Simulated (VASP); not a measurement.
# GaN in VASP: further runs

Runs on GaN. Level: PBEsol. Tasks: single point.

Program: VASP 6.6.1. These are calculated values, not measurements. Logs are shortened: lines on timing, memory, paths and dates and some standing lists are left out, and cuts for length are marked.

## 1. The cell of the first run

The structure is hexagonal, space group P6_3mc (No. 186). Conventional cell: a = 3.183 Å, b = 3.183 Å, c = 5.185 Å, α = 90.00°, β = 90.00°, γ = 120.00°. Ga (site symmetry 3m) has 4 N at 1.95 Å within 2.6 Å. Within 2.6 Å of N (site symmetry 3m) lie 4 Ga at 1.95 Å.

## 2. Single point, PBEsol

Input file INCAR:

```
ALGO = Normal
EDIFF = 1E-6
ENCUT = 520
GGA = PS
ISIF = 2
ISMEAR = 0
LASPH = True
LCHARG = False
LREAL = False
LWAVE = False
NBANDS = 26
NELM = 60
PREC = Accurate
SIGMA = 0.02
```

Input file KPOINTS:

```
k-points
0
Gamma
  9 9 6
```

Input file POSCAR:

```
GaN
1.0
    3.1828017554      0.0000000000      0.0000000000
   -1.5914008777      2.7563871754      0.0000000000
    0.0000000000      0.0000000000      5.1851995025
Ga N
2 2
Direct
    0.6666666667      0.3333333333      0.4991747632
    0.3333333333      0.6666666667      0.9991747632
    0.6666666667      0.3333333333      0.8758252368
    0.3333333333      0.6666666667      0.3758252368
```

Potentials or basis: VASP PAW PBE potentials, release 64 (Ga_d, N).

Command:

```
> cat potpaw_PBE.64/Ga_d/POTCAR potpaw_PBE.64/N/POTCAR > POTCAR
> mpirun -np 1 vasp_std > vasp.out
```

OUTCAR:

```text
EDIFF = 1E-6
   ENCUT = 520
   GGA = PS
   ISIF = 2
   ISMEAR = 0
   LASPH = True
   LREAL = False
   NELM = 60
   PREC = Accurate

 ion  position               nearest neighbor table
   1  0.667  0.333  0.499-   4 1.95   4 1.95   4 1.95   3 1.95
   2  0.333  0.667  0.999-   3 1.95   3 1.95   3 1.95   4 1.95
   3  0.667  0.333  0.876-   2 1.95   2 1.95   2 1.95   1 1.95
   4  0.333  0.667  0.376-   1 1.95   1 1.95   1 1.95   2 1.95

  LATTYP: Found a hexagonal cell.
 ALAT       =     3.1828017554
 C/A-ratio  =     1.6291305274

  Lattice vectors:

 A1 = (   3.1828017554,   0.0000000000,   0.0000000000)
 A2 = (  -1.5914008777,   2.7563871754,   0.0000000000)
 A3 = (   0.0000000000,   0.0000000000,   5.1851995025)

Analysis of symmetry for initial positions (statically):
=====================================================================
 Subroutine PRICEL returns:
 Original cell was already a primitive cell.

 Routine SETGRP: Setting up the symmetry group for a
 hexagonal supercell.

 Subroutine GETGRP returns: Found 12 space group operations
 (whereof  6 operations were pure point group operations)
 out of a pool of 24 trial point group operations.

The static configuration has the point symmetry C_3v.
 The point group associated with its full space group is C_6v.

Analysis of symmetry for dynamics (positions and initial velocities):
=====================================================================
 Subroutine PRICEL returns:
 Original cell was already a primitive cell.

 Routine SETGRP: Setting up the symmetry group for a
 hexagonal supercell.

 Subroutine GETGRP returns: Found 12 space group operations
 (whereof  6 operations were pure point group operations)
 out of a pool of 24 trial point group operations.

The dynamic configuration has the point symmetry C_3v.
 The point group associated with its full space group is C_6v.

 Subroutine INISYM returns: Found 12 space group operations
 (whereof  6 operations are pure point group operations),
 and found     1 'primitive' translations

----------------------------------------------------------------------------------------

                                     Primitive cell

  volume of cell :      45.4899

  direct lattice vectors                    reciprocal lattice vectors
     3.182801755  0.000000000  0.000000000     0.314188591  0.181396868  0.000000000
    -1.591400878  2.756387175  0.000000000     0.000000000  0.362793736  0.000000000
     0.000000000  0.000000000  5.185199502     0.000000000  0.000000000  0.192856610

  length of vectors
     3.182801755  3.182801755  5.185199502     0.362793736  0.362793736  0.192856610

  position of ions in fractional coordinates (direct lattice)
     0.666666667  0.333333333  0.499174763
     0.333333333  0.666666667  0.999174763
     0.666666667  0.333333333  0.875825237
     0.333333333  0.666666667  0.375825237

  ion indices of the primitive-cell ions
   primitive index   ion index
                 1           1
                 2           2
                 3           3
                 4           4

----------------------------------------------------------------------------------------

 KPOINTS: k-points

Automatic generation of k-mesh.
 Grid dimensions read from file:
 generate k-points for:    9    9    6

 Generating k-lattice:

  Cartesian coordinates                     Fractional coordinates (reciprocal lattice)
     0.034909843  0.020155208  0.000000000     0.111111111  0.000000000  0.000000000
     0.000000000  0.040310415  0.000000000     0.000000000  0.111111111  0.000000000
     0.000000000  0.000000000  0.032142768     0.000000000  0.000000000  0.166666667

  Length of vectors
     0.040310415  0.040310415  0.032142768

  Shift w.r.t. Gamma in fractional coordinates (k-lattice)
     0.000000000  0.000000000  0.000000000

 Subroutine IBZKPT returns following result:
 ===========================================

 Found     48 irreducible k-points:

 Following reciprocal coordinates:
            Coordinates               Weight
  0.000000  0.000000  0.000000      1.000000
  0.111111  0.000000  0.000000      6.000000
  0.222222  0.000000  0.000000      6.000000
  0.333333  0.000000  0.000000      6.000000
  0.444444  0.000000  0.000000      6.000000
  0.111111  0.111111  0.000000      6.000000
[... 16 lines left out ...]
  0.333333  0.222222  0.166667     24.000000
  0.333333  0.333333  0.166667      4.000000
 [... further k-points ...]
   k-points           NKPTS =     48   k-points in BZ     NKDIM =     48   number of bands    NBANDS=     26
   number of dos      NEDOS =    301   number of ions     NIONS =      4
   total plane-waves  NPLWV =  23040
   dimension x,y,z NGX =    24 NGY =   24 NGZ =   40
   dimension x,y,z NGXF=    48 NGYF=   48 NGZF=   80
   ions per type =               2   2
   NGX,Y,Z   is equivalent  to a cutoff of  12.54, 12.54, 12.82 a.u.
   NGXF,Y,Z  is equivalent  to a cutoff of  25.07, 25.07, 25.65 a.u.
 SYSTEM =  unknown system
   PREC   = accura    normal or accurate (medium, high low for compatibility)
   ISTART =      0    job   : 0-new  1-cont  2-samecut
   ICHARG =      2    charge: 1-file 2-atom 10-const
   ISPIN  =      1    spin polarized calculation?
   LNONCOLLINEAR =      F non collinear calculations
   LSORBIT =      F    spin-orbit coupling
   LASPH  =      T    aspherical Exc in radial PAW
   ENCUT  =  520.0 eV  38.22 Ry    6.18 a.u.   5.92  5.92  9.64*2*pi/ulx,y,z
   NELM   =     60;   NELMIN=  2; NELMDL= -5     # of ELM steps
   EDIFF  = 0.1E-05   stopping-criterion for ELM
   LREAL  =      F    real-space projection
   EDIFFG = 0.1E-04   stopping-criterion for IOM
   NSW    =      0    number of steps for IOM
   IBRION =     -1    ionic relax: 0-MD 1-quasi-New 2-CG
   NFREE  =      0    steps in history (QN), initial steepest desc. (CG)
   ISIF   =      2    stress and relaxation
   ISYM   =      2    0-nonsym 1-usesym 2-fastsym
   POTIM  = 0.5000    time-step for ionic-motion
   TEBEG  =    0.0;   TEEND  =   0.0 temperature during run
   PSTRESS=    0.0 pullay stress
   NELECT =      36.0000    total number of electrons
   NUPDOWN=      -1.0000    fix difference up-down
   EMIN   =  10.00;   EMAX   =-10.00  energy-range for DOS
   EFERMI =   0.00;   METHOD = LEGACY
   ISMEAR =     0;   SIGMA  =   0.02  broadening in eV -4-tet -1-fermi 0-gaus
   EFERMI_NEDOS =   21; number of points for ismear=-14 and -15
   IALGO  =     38    algorithm
   IMIX   =      4    mixing-type and parameters
     AMIX     =   0.40;   BMIX     =  1.00
     AMIX_MAG =   1.60;   BMIX_MAG =  1.00
  volume/ion in A,a.u.               =      11.37        76.75
  Fermi-wavevector in a.u.,A,eV,Ry     =   1.514272  2.861559 31.198429  2.293020
  Thomas-Fermi vector in A             =   2.623952
   LORBIT       =      0    0 simple, 1 ext, 2 COOP (PROOUT), +10 PAW based schemes
   GGA     = PS    functional components
   LHFCALC =     F    Hartree Fock is set to
   AEXX    =    0.0000 exact exchange contribution
   IVDW    =     0    specifies the selected vdW correction
   LEPSILON=     F    determine dielectric tensor
   LRPA    =     F    only Hartree local field effects (RPA)
 non-spin polarized calculation
 Gauss-broadening in eV      SIGMA  =   0.02
  energy-cutoff  :      520.00
  volume of cell :       45.49
 maximum number of plane-waves:      1248
 NGX is ok and might be reduce to    24

 number of electron      35.9999992 magnetization

 Free energy of the ion-electron system (eV)
  ---------------------------------------------------
  ext. energy  EPLUGINS =         0.00000000
  ---------------------------------------------------
  free energy    TOTEN  =       -26.26845438 eV

  energy without entropy =      -26.26845438  energy(sigma->0) =      -26.26845438

 E-fermi :   5.3903     XC(G=0): -11.9280

 val. band max:        5.2356439449   @ k =   0.0000   0.0000   0.0000
 cond. band min:       7.1288830387   @ k =   0.0000   0.0000   0.0000
 fundamental gap:      1.8932390937
 Fermi energy:         5.3902705200

 k-point     1 :       0.0000    0.0000    0.0000
  band No.  band energies     occupation
      1     -10.7809      2.00000
      2      -9.8125      2.00000
      3      -8.1704      2.00000
      4      -8.1547      2.00000
      5      -8.1547      2.00000
      6      -8.0919      2.00000
[... 18 lines left out ...]
     25      16.8869      0.00000
     26      16.8869      0.00000

 k-point     2 :       0.1111    0.0000    0.0000
  band No.  band energies     occupation
      1     -10.6571      2.00000
      2      -9.7802      2.00000
      3      -8.1577      2.00000
      4      -8.1369      2.00000
      5      -8.1173      2.00000
      6      -8.0772      2.00000
[... 18 lines left out ...]
     25      16.4213      0.00000
     26      17.1512      0.00000

 k-point     3 :       0.2222    0.0000    0.0000
  band No.  band energies     occupation
      1     -10.3462      2.00000
      2      -9.7124      2.00000
      3      -8.1214      2.00000
      4      -8.1013      2.00000
      5      -8.0438      2.00000
      6      -8.0050      2.00000
[... 18 lines left out ...]
     25      16.5974      0.00000
     26      17.7076      0.00000

 k-point     4 :       0.3333    0.0000    0.0000
  band No.  band energies     occupation
      1     -10.0216      2.00000
      2      -9.6587      2.00000
      3      -8.1015      2.00000
      4      -8.0812      2.00000
      5      -7.9990      2.00000
      6      -7.9363      2.00000
[... 18 lines left out ...]
     25      16.7207      0.00000
     26      18.3432      0.00000

 k-point     5 :       0.4444    0.0000    0.0000
  band No.  band energies     occupation
      1      -9.8453      2.00000
      2      -9.6371      2.00000
      3      -8.1042      2.00000
      4      -8.0787      2.00000
      5      -7.9827      2.00000
      6      -7.9366      2.00000
[... 18 lines left out ...]
     25      17.4378      0.00000
     26      18.4785      0.00000

 k-point     6 :       0.1111    0.1111    0.0000
  band No.  band energies     occupation
      1     -10.4392      2.00000
      2      -9.7308      2.00000
      3      -8.1269      2.00000
      4      -8.1141      2.00000
      5      -8.0540      2.00000
      6      -8.0539      2.00000
[... 427 lines left out ...]
 k-point    21 :       0.4444    0.1111    0.1667
  band No.  band energies     occupation
      1      -9.7743      2.00000
      2      -9.6347      2.00000
      3      -8.1078      2.00000
      4      -8.0695      2.00000
      5      -7.9838      2.00000
      6      -7.9431      2.00000
[... 18 lines left out ...]
     25      17.2654      0.00000
     26      18.6627      0.00000

 k-point    22 :       0.2222    0.2222    0.1667
  band No.  band energies     occupation
      1      -9.8598      2.00000
      2      -9.6471      2.00000
      3      -8.1112      2.00000
      4      -8.0473      2.00000
      5      -7.9841      2.00000
      6      -7.9692      2.00000
[... 18 lines left out ...]
     25      16.3212      0.00000
     26      18.8570      0.00000

 k-point    23 :       0.3333    0.2222    0.1667
  band No.  band energies     occupation
      1      -9.7367      2.00000
      2      -9.6395      2.00000
      3      -8.1267      2.00000
      4      -8.0257      2.00000
      5      -7.9703      2.00000
      6      -7.9312      2.00000
[... 18 lines left out ...]
     25      17.2557      0.00000
     26      18.5367      0.00000

 k-point    24 :       0.3333    0.3333    0.1667
  band No.  band energies     occupation
      1      -9.6671      2.00000
      2      -9.6671      2.00000
      3      -8.1393      2.00000
      4      -7.9775      2.00000
      5      -7.9775      2.00000
      6      -7.9294      2.00000
[... 18 lines left out ...]
     25      18.1361      0.00000
     26      18.3163      0.00000

 [... further k-points ...]

------------------------ aborting loop because EDIFF is reached ----------------------------------------

  FORCE on cell =-STRESS in cart. coord.  units (eV):
  Direction    XX          YY          ZZ          XY          YZ          ZX
  --------------------------------------------------------------------------------------
  -------------------------------------------------------------------------------------
  Total       -0.0500144     -0.0500144     -0.0327675      0.0000000      0.0000000      0.0000000
  in kB       -1.7615318     -1.7615318     -1.1540874      0.0000000      0.0000000      0.0000000
  external PRESSURE =      -1.5590503 kB  Pullay stress =       0.0000000 kB

 VOLUME and BASIS-vectors are now :
 -----------------------------------------------------------------------------
  energy-cutoff  :      520.00
  volume of cell :       45.49
      direct lattice vectors                 reciprocal lattice vectors
     3.182801755  0.000000000  0.000000000     0.314188591  0.181396868  0.000000000
    -1.591400878  2.756387175  0.000000000     0.000000000  0.362793736  0.000000000
     0.000000000  0.000000000  5.185199502     0.000000000  0.000000000  0.192856610

 POSITION                                       TOTAL-FORCE (eV/Angst)
 -----------------------------------------------------------------------------------
      1.59140      0.91880      2.58832         0.000000      0.000000      0.000754
     -0.00000      1.83759      5.18092         0.000000      0.000000      0.000754
      1.59140      0.91880      4.54133         0.000000     -0.000000     -0.000754
     -0.00000      1.83759      1.94873        -0.000000      0.000000     -0.000754
 -----------------------------------------------------------------------------------
    total drift:                               -0.000001     -0.000001     -0.000656

  FREE ENERGIE OF THE ION-ELECTRON SYSTEM (eV)
  ---------------------------------------------------
  free  energy   TOTEN  =       -26.2684543810 eV

  energy  without entropy=      -26.2684543810  energy(sigma->0) =      -26.26845438
```

Wall time 67 s (1 thread of Intel Xeon Platinum 8375C at 2.90GHz (Ice Lake), shared host); peak memory 0.19 GiB.

Results:

```yaml
Free_energy: -26.2685 eV
Pressure: -0.2 GPa
Band_gap_on_the_k_mesh: 1.89 eV
```

Levels at points of the mesh, in eV from the valence-band top:
| k point | band 15 | band 16 | band 17 | band 18 | band 19 | band 20 | band 21 | band 22 |
| --- | --- | --- | --- | --- | --- | --- | --- | --- |
| (0.00, 0.00, 0.00) | -1.05 | -0.04 | 0.00 | 0.00 | 1.89 | 4.21 | 9.12 | 9.82 |
| (0.00, 0.00, 0.50) | -0.54 | -0.54 | -0.54 | -0.54 | 4.22 | 4.22 | 8.38 | 8.38 |

Caveat: the PAW data sets were made with another functional, which shifts forces and pressure a little.

## 3. Single point, PBEsol

This run uses another cell than the first one: it holds 36 atoms, not 4.

Input file INCAR:

```
SYSTEM = GaN
ALGO     = Normal         ! electronic algorithm
EDIFF    = 1E-7           ! SCF threshold, eV
ENCUT    = 520            ! plane-wave cutoff, eV
GGA      = PS             ! functional
ISIF     = 2              ! what is computed and relaxed
ISMEAR   = 0              ! smearing method
LASPH    = .TRUE.         ! aspherical terms in the spheres
LCHARG   = .FALSE.        ! write CHGCAR
LREAL    = Auto         
LWAVE    = .FALSE.        ! write WAVECAR
NBANDS   = 186            ! bands
NELM     = 100            ! most SCF steps
PREC     = Accurate       ! precision mode
SIGMA    = 0.02           ! smearing width, eV
```

Input file KPOINTS:

```
Automatic mesh
0
Gamma
  2 2 2
  0.5 0.5 0.5
```

Input file POSCAR:

```
GaN
1.0
   -4.7742026332      2.7563871754      5.1851995025
    0.0000000000     -5.5127743508      5.1851995025
    4.7742026331      2.7563871755      5.1851995025
Ga N
18 18
Direct
    0.3883885360      0.7217026795      0.3893285745
    0.7216696238      0.3884066396      0.3893199125
    0.0550634728      0.7218324340      0.7226530845
    0.0549972207      0.0551141456      0.3893017797
    0.3883427171      0.3884122176      0.7226444392
    0.7217898416      0.7218657734      0.0560331501
    0.7215962602      0.0551744131      0.7226928302
    0.0550934293      0.3884891661      0.0559605779
    0.3883478305      0.0550833871      0.0559070572
    0.7772810207      0.7772882078      0.4449431129
    0.1106149790      0.4439809720      0.4448416771
    0.4439433852      0.7773218353      0.7781838676
    0.4439144684      0.1106561981      0.4447876437
    0.7773310185      0.4440604065      0.7782940065
    0.1106675179      0.7773703394      0.1115573486
    0.1105377408      0.1106924456      0.7781323564
    0.4439939168      0.4440019461      0.1114386425
    0.7772374014      0.1106454427      0.1115150735
    0.5138907512      0.8473778087      0.5148355600
    0.8472622708      0.5139406650      0.5148488386
    0.1805204996      0.8473205674      0.8482411668
    0.1805768982      0.1806049135      0.5148667381
    0.5139098359      0.5139979191      0.8480558263
    0.8472601096      0.8472550357      0.1815701554
    0.8471609195      0.1806154536      0.8482051632
    0.1805771168      0.5139577943      0.1814749440
    0.5138521713      0.1806861981      0.1814652301
    0.5693848834      0.5695640236      0.2370921679
    0.9027298377      0.2362067062      0.2370402039
    0.2360824267      0.5695449620      0.5704333085
    0.2361426303      0.9028813261      0.2370875609
    0.5693640587      0.2361877057      0.5704072528
    0.9027452578      0.5695170716      0.9037284293
    0.9027654266      0.9029060021      0.5704175731
    0.2360720250      0.2361729398      0.9037268498
    0.5694674543      0.9028660126      0.9037284572
```

Potentials or basis: VASP PAW PBE potentials, release 64 (Ga_d, N).

Command:

```
> cat potpaw_PBE.64/Ga_d/POTCAR potpaw_PBE.64/N/POTCAR > POTCAR
> mpirun -np 1 vasp_std > vasp.out
```

It took 16 min on 1 thread of Oxide Virtual Turin-like, shared host; peak memory 0.5 GiB.

The run converged. Its results:

* Free energy: -236.4111 eV
* Pressure: -0.2 GPa
* Largest force: 0.022 eV/Å
* Band gap on the k mesh: 3.25 eV

Forces on the atoms (eV/Å):
```
Ga   0.004 -0.006  0.002
Ga   0.003 -0.003 -0.001
Ga   0.005 -0.001 -0.007
Ga  -0.001 -0.002 -0.001
Ga  -0.003 -0.004 -0.003
Ga   0.007  0.004 -0.017
Ga  -0.009  0.001 -0.005
Ga   0.007  0.001 -0.011
Ga   0.003  0.001  0.004
Ga  -0.002 -0.005 -0.004
Ga   0.001  0.000 -0.004
Ga   0.004 -0.005 -0.001
Ga   0.003  0.000 -0.001
Ga  -0.003 -0.001 -0.022
Ga   0.005  0.003 -0.004
Ga   0.006  0.005  0.004
Ga   0.007 -0.004 -0.003
Ga   0.004  0.002  0.003
N   -0.001  0.008 -0.003
N    0.004  0.002  0.002
N   -0.009  0.000  0.006
N   -0.003 -0.007 -0.001
N    0.004  0.006  0.008
N   -0.002 -0.004  0.011
N   -0.005 -0.005  0.009
N   -0.003  0.000  0.011
N   -0.004  0.005  0.000
N   -0.013  0.004  0.001
N   -0.005  0.001  0.005
N   -0.002  0.001 -0.001
N    0.000  0.002  0.000
N   -0.005  0.000  0.001
N   -0.002 -0.001  0.018
N    0.003  0.002  0.003
N   -0.002 -0.002  0.001
N    0.003  0.005  0.000
```

Levels at points of the mesh, in eV from the valence-band top:
```
           k point  band 158  band 159  band 160  band 161  band 162  band 163  band 164  band 165  band 166  band 167
(0.25, 0.25, 0.25)     -0.64     -0.64     -0.64      0.00      0.00      3.25      4.48      4.64      4.65      4.65
```

Caveat: the PAW data sets were made with another functional, which shifts forces and pressure a little; a shifted mesh leaves out Γ, where band edges can lie. A k mesh can miss the band edges.
